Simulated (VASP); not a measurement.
Set up this calculation in VASP 6.6.1, as the native input.

* Task: single point
* Functional: r2SCAN
* Potentials or basis: VASP PAW PBE potentials, release 64 (Te, Be)
* Cutoff: 520 eV
* k mesh: 8 × 8 × 8
* Occupations: fermi-dirac, width 0.05 eV
* Spin: no spin polarisation
* Dipole correction: no
* Further INCAR settings: ALGO = Normal; EDIFF = 1e-06; NBANDS = 11

BeTe:

```
CELL_PARAMETERS angstrom
0.00000 2.73256 2.73256
2.73256 0.00000 2.73256
2.73256 2.73256 0.00000
ATOMIC_POSITIONS crystal
Te 0.75000 0.75000 0.75000
Be 0.00000 0.00000 0.00000
```

The input as run:

POSCAR

```
BeTe
1.0
    0.0000000000      2.7325629784      2.7325629784
    2.7325629784      0.0000000000      2.7325629784
    2.7325629784      2.7325629784      0.0000000000
Te Be
1 1
Direct
    0.7500000000      0.7500000000      0.7500000000
    0.0000000000      0.0000000000      0.0000000000
```

INCAR.step1

```
  ALGO = Normal
  EDIFF = 1E-4
  ENCUT = 520
  GGA = PE
  ISMEAR = -1
  LASPH = True
  LCHARG = False
  LREAL = False
  LWAVE = True
  NBANDS = 11
  NELM = 100
  PREC = Accurate
  SIGMA = 0.05
```

INCAR.step2

```
  ALGO = Normal
  EDIFF = 1E-6
  ENCUT = 520
  ISIF = 2
  ISMEAR = -1
  ISTART = 1
  LASPH = True
  LCHARG = False
  LMIXTAU = True
  LREAL = False
  LWAVE = False
  METAGGA = R2SCAN
  NBANDS = 11
  NELM = 100
  PREC = Accurate
  SIGMA = 0.05
```

KPOINTS

```
k-points
0
Gamma
  8 8 8
```

Potentials or basis: VASP PAW PBE potentials, release 64 (Te, Be).

The run is started by

```console
$ cat potpaw_PBE.64/Te/POTCAR potpaw_PBE.64/Be/POTCAR > POTCAR
$ cp INCAR.step1 INCAR
$ mpirun -np 1 vasp_std > vasp.out
$ cp INCAR.step2 INCAR
$ mpirun -np 1 vasp_std > vasp.out
```

Results of the run:

```
Pressure               : 7.8 GPa
Band gap on the k mesh : 2.09 eV, indirect (least direct gap 3.90 eV)
```

Caveat: the PAW data sets were made with another functional, which shifts forces and pressure a little; spin-orbit coupling is left out, which moves the levels of the heavy elements.

Run time: 52 s on 1 thread of Intel(R) Xeon(R) Platinum 8259CL CPU @ 2.50GHz (Skylake/Cascade Lake), with other jobs on the host, peak memory 0.17 GiB.
